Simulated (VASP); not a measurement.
Input of a VASP 6.6.1 run:

Contents of INCAR:

```
SYSTEM = Al4CoNi3
PREC = Accurate ; ENCUT = 520
EDIFF = 1E-6 ; ISMEAR = 0
SIGMA = 0.1 ; LREAL = .False.
LASPH = .True. ; NELM = 150
ALGO = Normal ; ISIF = 2
LWAVE = .False. ; LCHARG = .False.
ISPIN = 2 ; MAGMOM = 0 0 0 0 3 2 2 2
LORBIT = 11 ; LMAXMIX = 4
GGA = PE ; NBANDS = 40
```

KPOINTS

```
regular mesh
0
Gamma
  6 6 2
  0 0 0
```

POSCAR

```
Al4CoNi3
1.0
    2.9538101400      0.0000000000      0.0000000000
    0.0000000000      2.9538101400      0.0000000000
    0.0000000000      0.0000000000     11.8152405400
Al Co Ni
4 1 3
Direct
    0.0000000000      0.0000000000      0.6250000000
    0.0000000000      0.0000000000      0.8750000000
    0.0000000000      0.0000000000      0.1250000000
    0.0000000000      0.0000000000      0.3750000000
    0.5000000000      0.5000000000      0.5000000000
    0.5000000000      0.5000000000      0.7500000000
    0.5000000000      0.5000000000      0.0000000000
    0.5000000000      0.5000000000      0.2500000000
```

Potentials or basis: VASP PAW PBE potentials, release 64 (Al, Co, Ni).

Launch:

```console
$ cat potpaw_PBE.64/Al/POTCAR potpaw_PBE.64/Co/POTCAR potpaw_PBE.64/Ni/POTCAR > POTCAR
$ mpirun -np 1 vasp_std > vasp.out
```

Q: Predict the pressure.

A: -9.8 GPa.

Q: What does it give for the largest force?

A: 0.372 eV/Å.

Q: Estimate the site moments.

A: Al -0.01, +0.00 (each value once); Co +0.49; Ni +0.02, +0.03 (each value once) μB.

Forces in eV/Å, atoms in the order of the input:
```
Al   0.000  0.000 -0.372
Al   0.000  0.000  0.051
Al   0.000  0.000 -0.051
Al   0.000  0.000  0.372
Co   0.000  0.000  0.000
Ni   0.000  0.000 -0.038
Ni   0.000  0.000  0.000
Ni   0.000  0.000  0.038
```

Caveat: the cell stands under tension.
